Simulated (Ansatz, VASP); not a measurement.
Se: VASP beside Ansatz

The input INCAR:

```
PREC = Accurate
ENCUT = 500
EDIFF = 1E-6
ISMEAR = -1
SIGMA = 0.08
LREAL = F
LASPH = T
NELM = 120
ALGO = Normal
ISIF = 2
LWAVE = F
LCHARG = F
GGA = CA
NBANDS = 9
GGA_COMPAT = F
```

File KPOINTS:

```
regular mesh
0
Gamma
  15 15 15
```

The input POSCAR:

```
Se
1.0
   -1.4925997794      1.4925997794      1.4925997794
    1.4925997794     -1.4925997794      1.4925997794
    1.4925997794      1.4925997794     -1.4925997794
Se
1
Direct
    0.0000000000      0.0000000000      0.0000000000
```

Input for Ansatz:

```yaml
crystal:
  lattice:
    - [-1.4925997794, 1.4925997794, 1.4925997794]
    - [1.4925997794, -1.4925997794, 1.4925997794]
    - [1.4925997794, 1.4925997794, -1.4925997794]
  atoms:
    - { symbol: Se, position: [0.0, 0.0, 0.0] }
kpoints:
  mp_grid: { grid: [15, 15, 15] }
scf:
  occupations: { method: fermi_dirac, width: 0.08 }
hamiltonian:
  xc: lda
  pseudopotentials: { kind: all_electron, datasets: crystal }
output:
  forces: true
  stress: true
  eigenvalues: true
```

Change from the starting cell: volume scaled by 0.7, crystal datasets.

Alike in both runs: task single point; functional LDA; k mesh 15 × 15 × 15; occupations fermi-dirac, width 0.08 eV; no spin polarisation.

```csv
,VASP,Ansatz
version,VASP 6.6.1,Ansatz 0.2.0
potentials or method,"VASP PAW LDA potentials, release 64 (Se), cutoff 500 eV","all-electron PAW with datasets made for the crystal, scalar-relativistic"
```

|  | VASP | Ansatz | Ansatz less VASP |
| --- | --- | --- | --- |
| pressure (GPa) | 70.4 | 69.3 | -1.13 |

LDA's correlation is that of Perdew and Zunger in VASP and of Perdew and Wang (1992) in Ansatz. Both programs put the cell under a high pressure, so it lies far from rest at this level. Ansatz ran all-electron here, and VASP with PAW potentials.

Noted on VASP's run: the cell as given lies far from equilibrium.
